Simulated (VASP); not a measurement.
Write the native input for VASP 6.6.1 that does the following.

- Task: single point
- Functional: LDA
- Potentials or basis: VASP PAW LDA potentials, release 64 (As)
- Cutoff: 520 eV
- k mesh: 13 × 13 × 13
- Occupations: fermi-dirac, width 0.05 eV
- Spin: no spin polarisation
- Dipole correction: no
- Further INCAR settings: ALGO = Normal; EDIFF = 1e-06; NBANDS = 12

The structure of As lies in POSCAR:

```
As
1.0
    1.8859945182      1.0888794428      3.4973507163
   -1.8859945182      1.0888794428      3.4973507163
    0.0000000000     -2.1777588855      3.4973507163
As
2
Direct
    0.2275400000      0.2275400000      0.2275400000
    0.7724600000      0.7724600000      0.7724600000
```

This cell differs from its parent crystal: volume scaled by 1.01.

The input as run:

INCAR

```
SYSTEM = As
  PREC = Accurate
  ENCUT = 520
  EDIFF = 1E-6
  ISMEAR = -1
  SIGMA = 0.05
  LREAL = .False.
  LASPH = .True.
  NELM = 100
  ALGO = Normal
  ISIF = 2
  LWAVE = .False.
  LCHARG = .False.
  NBANDS = 12
```

KPOINTS

```
Automatic mesh
0
Gamma
  13 13 13
  0 0 0
```

Potentials or basis: VASP PAW LDA potentials, release 64 (As).

Run with:

```bash
$ cat potpaw_LDA.64/As/POTCAR > POTCAR
$ mpirun -np 1 vasp_std > vasp.out
```

It gave:

| Property | Result |
| --- | --- |
| Pressure | -1.9 GPa |
| Largest force | 0.073 eV/Å |
| Band gap on the k mesh | zero (band 5 reaches 5.60 eV, above the bottom of band 6 at 5.25 eV) |

It took 60 s on 1 thread of Intel(R) Xeon(R) Platinum 8259CL CPU @ 2.50GHz (Skylake/Cascade Lake), on a shared host, peak memory 0.22 GiB.
